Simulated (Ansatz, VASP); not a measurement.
# ZrS in VASP and in Ansatz

INCAR

```
SYSTEM = ZrS
PREC     = Accurate       ! precision mode
ENCUT    = 520            ! plane-wave cutoff, eV
EDIFF    = 1E-6           ! SCF threshold, eV
ISMEAR   = -1             ! smearing method
SIGMA    = 0.02           ! smearing width, eV
LREAL    = .FALSE.        ! projectors in reciprocal space
LASPH    = .TRUE.         ! aspherical terms in the spheres
NELM     = 100            ! most SCF steps
ALGO     = Normal         ! electronic algorithm
ISIF     = 2              ! what is computed and relaxed
LWAVE    = .FALSE.        ! write WAVECAR
LCHARG   = .TRUE.         ! write CHGCAR
GGA      = PS             ! functional
LELF     = .TRUE.         ! ELF
LVHAR    = .TRUE.       
NBANDS   = 16             ! bands
```

KPOINTS

```
Automatic mesh
0
G
  14 14 14
  0 0 0
```

Contents of POSCAR:

```
ZrS
1.0
    0.0000000000      2.6250000000      2.6250000000
    2.6250000000      0.0000000000      2.6250000000
    2.6250000000      2.6250000000      0.0000000000
Zr S
1 1
Direct
    0.0000000000      0.0000000000      0.0000000000
    0.5000000000      0.5000000000      0.5000000000
```

Input for Ansatz:

```yaml
crystal:
  lattice:
    - [0.0, 2.625, 2.625]
    - [2.625, 0.0, 2.625]
    - [2.625, 2.625, 0.0]
  atoms:
    - { symbol: Zr, position: [0.0, 0.0, 0.0] }
    - { symbol: S, position: [0.5, 0.5, 0.5] }
basis:
  ecutwfc: 420
kpoints:
  mp_grid: { grid: [14, 14, 14] }
hamiltonian:
  xc: pbesol
scf:
  occupations: { method: fermi_dirac, width: 0.02 }
output:
  forces: true
  stress: true
  eigenvalues: true
```

Alike in both runs: task single point; functional PBEsol; k mesh 14 × 14 × 14; occupations fermi-dirac, width 0.02 eV; no spin polarisation.

|  | VASP | Ansatz |
| --- | --- | --- |
| version | VASP 6.6.1 | Ansatz 0.2.0 |
| potentials or method | VASP PAW PBE potentials, release 64 (Zr_sv, S), cutoff 520 eV | scalar-relativistic, plane waves, PAW |
| valence electrons in the cell | 18 | 18 |

|  | VASP | Ansatz | Ansatz less VASP |
| --- | --- | --- | --- |
| gap on the k mesh at the Fermi level (eV) | none | none | - |
| pressure (GPa) | -6.3 | -6.5 | -0.20 |

VASP's potentials were made for PBE, not for PBEsol. A gap of «none» marks a metal or a gap that the smearing closes.
